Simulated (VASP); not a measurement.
A run of VASP 6.6.1:

INCAR

```
SYSTEM = S
  PREC = Accurate
  ENCUT = 600
  EDIFF = 1E-7
  ISMEAR = 0
  SIGMA = 0.1
  LREAL = .FALSE.
  LASPH = .TRUE.
  NELM = 80
  ALGO = Normal
  ISIF = 3
  LWAVE = .FALSE.
  LCHARG = .FALSE.
  GGA = PE
  IBRION = 2
  NSW = 90
  EDIFFG = -0.04
```

The input KPOINTS:

```
Automatic mesh
0
G
  6 6 6
  0 0 0
```

The input POSCAR:

```
S
1.0
   -2.3507240600      2.3507240600      2.2310936600
    2.3507240600     -2.3507240600      2.2310936600
    2.3507240600      2.3507240600     -2.2310936600
S
3
Direct
    0.7500000000      0.2500000000      0.5000000000
    0.2500000000      0.7500000000      0.5000000000
    0.5000000000      0.5000000000      0.0000000000
```

Potentials or basis: VASP PAW PBE potentials, release 64 (S).

The run is started by

```bash
$ cat potpaw_PBE.64/S/POTCAR > POTCAR
$ mpirun -np 1 vasp_std > vasp.out
```

Hardware: 1 thread of Intel Xeon 8259CL (shared host).

Question: How long does it take, and how much memory?

Answer: It took 90 s on 1 thread of Intel Xeon 8259CL (shared host), peak memory 0.18 GiB. Counts: scf iterations 51, k points 30, ion steps 5.
